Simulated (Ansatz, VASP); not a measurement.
# One calculation of LiTlS2, two programs

INCAR

```
PREC = Accurate
ENCUT = 520
EDIFF = 1E-7
ISMEAR = 0
SIGMA = 0.01
LREAL = False
LASPH = True
NELM = 100
ALGO = Normal
ISIF = 2
LWAVE = False
LCHARG = True
GGA = PE
LELF = True
LVHAR = True
NBANDS = 22
```

Contents of KPOINTS:

```
Automatic mesh
0
Gamma
  6 6 4
```

Contents of POSCAR:

```
LiTlS2
1.0
    4.0667718546      0.0000000000      0.0000000000
    0.0000000000      4.0667718546      0.0000000000
    0.0000000000      0.0000000000      5.7187778110
Li S Tl
1 2 1
Direct
    0.0000000000      0.0000000000      0.0000000000
    0.0000000000      0.5000000000      0.2309016903
    0.5000000000      0.0000000000      0.7690983097
    0.5000000000      0.5000000000      0.5000000000
```

Input for Ansatz:

```yaml
crystal:
  lattice:
    - [4.0667718546, 0.0, 0.0]
    - [0.0, 4.0667718546, 0.0]
    - [0.0, 0.0, 5.718777811]
  atoms:
    - { symbol: Li, position: [0.0, 0.0, 0.0] }
    - { symbol: S, position: [0.0, 0.5, 0.2309016903] }
    - { symbol: Tl, position: [0.5, 0.5, 0.5] }
    - { symbol: S, position: [0.5, 0.0, 0.7690983097] }
kpoints:
  mp_grid: { grid: [6, 6, 4] }
hamiltonian:
  xc: pbe
scf:
  occupations: { method: fixed }
output:
  optics:
    e_range: [0, 12]
    de: 0.05
    sigma: 0.1
    bands: { spectra_wanted_up_to: 12 }
    scissors: 0.861
```

Alike in both runs: task single point; functional PBE; k mesh 6 × 6 × 4; no spin polarisation.

```csv
,VASP,Ansatz
version,VASP 6.6.1,Ansatz 0.2.0
potentials or method,"VASP PAW PBE potentials, release 64 (Li_sv, S, Tl_d)","plane waves, PAW"
plane-wave cutoff (eV),520,420
occupations,"gaussian, width 0.01 eV",fixed
valence electrons in the cell,28,28
```

```csv
,VASP,Ansatz,Ansatz less VASP
gap on the k mesh at the Fermi level (eV),0.93,0.93,-0.006
```

Neither program's run includes spin-orbit coupling. Noted on VASP's run: the cutoff is under 1.25 times that of the potentials, so the pressure is a little rough.
